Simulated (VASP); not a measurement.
Input of a VASP 6.6.1 run:

File INCAR:

```
ALGO = Normal
EDIFF = 1E-6
ENCUT = 520
GGA = PE
ISIF = 2
ISMEAR = -1
LASPH = T
LCHARG = F
LREAL = F
LWAVE = F
NBANDS = 16
NELM = 100
PREC = Accurate
SIGMA = 0.1
```

Contents of KPOINTS:

```
k-points
0
Gamma
  11 11 11
```

File POSCAR:

```
InSb
1.0
    0.0000000000      2.8596503015      2.8596503015
    2.8596503015      0.0000000000      2.8596503015
    2.8596503015      2.8596503015      0.0000000000
In Sb
1 1
Direct
    0.0000000000      0.0000000000      0.0000000000
    0.2500000000      0.2500000000      0.2500000000
```

Potentials or basis: VASP PAW PBE potentials, release 64 (In_d, Sb).

Launch:

```bash
$ cat potpaw_PBE.64/In_d/POTCAR potpaw_PBE.64/Sb/POTCAR > POTCAR
$ mpirun -np 1 vasp_std > vasp.out
```

Problem. What does it give for the pressure?

Solution. 47.3 GPa.

Problem. Predict the band gap on the k mesh.

Solution. 0.39 eV, indirect (least direct gap 2.03 eV).

Caveat: spin-orbit coupling is left out, which moves the levels of the heavy elements. A k mesh can miss the band edges.
